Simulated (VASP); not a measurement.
Write the native input for VASP 6.6.1 that does the following.

- Task: single point
- Functional: PBEsol
- Potentials or basis: VASP PAW PBE potentials, release 64 (Ba_sv, Ti_sv, O)
- Cutoff: 520 eV
- k mesh: 8 × 8 × 8
- Occupations: gaussian, width 0.02 eV
- Spin: no spin polarisation
- Dipole correction: no
- Further INCAR settings: ALGO = Normal; EDIFF = 1e-07; NBANDS = 28

The structure of BaTiO3 lies in POSCAR:

```
BaTiO3
1.0
    3.8368238572      0.0000000000      0.0000000000
    0.0000000000      3.8368238572      0.0000000000
    0.0000000000      0.0000000000      4.2701399473
Ba Ti O
1 1 3
Direct
    0.5000000000      0.5000000000      0.5967427913
    0.0000000000      0.0000000000      0.1137862749
    0.0000000000      0.5000000000      0.0561316277
    0.5000000000      0.0000000000      0.0561316277
    0.0000000000      0.0000000000      0.5372046685
```

One way to write it, as run:

INCAR

```
PREC     = Accurate       # precision mode
ENCUT    = 520            # plane-wave cutoff, eV
EDIFF    = 1E-7           # SCF threshold, eV
ISMEAR   = 0              # smearing method
SIGMA    = 0.02           # smearing width, eV
LREAL    = False          # projectors in reciprocal space
LASPH    = True           # aspherical terms in the spheres
NELM     = 80             # most SCF steps
ALGO     = Normal         # electronic algorithm
ISIF     = 2              # what is computed and relaxed
LWAVE    = False          # write WAVECAR
LCHARG   = True           # write CHGCAR
GGA      = PS             # functional
LELF     = True           # ELF
LVHAR    = True         
NBANDS   = 28             # bands
```

KPOINTS

```
regular mesh
0
Gamma
  8 8 8
```

Potentials or basis: VASP PAW PBE potentials, release 64 (Ba_sv, Ti_sv, O).

Run with:

```sh
$ cat potpaw_PBE.64/Ba_sv/POTCAR potpaw_PBE.64/Ti_sv/POTCAR potpaw_PBE.64/O/POTCAR > POTCAR
$ mpirun -np 1 vasp_std > vasp.out
```

Results of the run:

```yaml
Pressure: 7.8 GPa
Largest_force: 0.070 eV/Å
Band_gap_on_the_k_mesh: 1.86 eV (least direct gap 2.57 eV)
```

Caveat: the stress differs along the axes, from 2 to 11 GPa; the PAW data sets were made with another functional, which shifts forces and pressure a little; spin-orbit coupling is left out, which moves the levels of the heavy elements.

It took 3.8 min on 1 thread of Intel Xeon 8259CL, with other jobs on the host, peak memory 0.27 GiB.
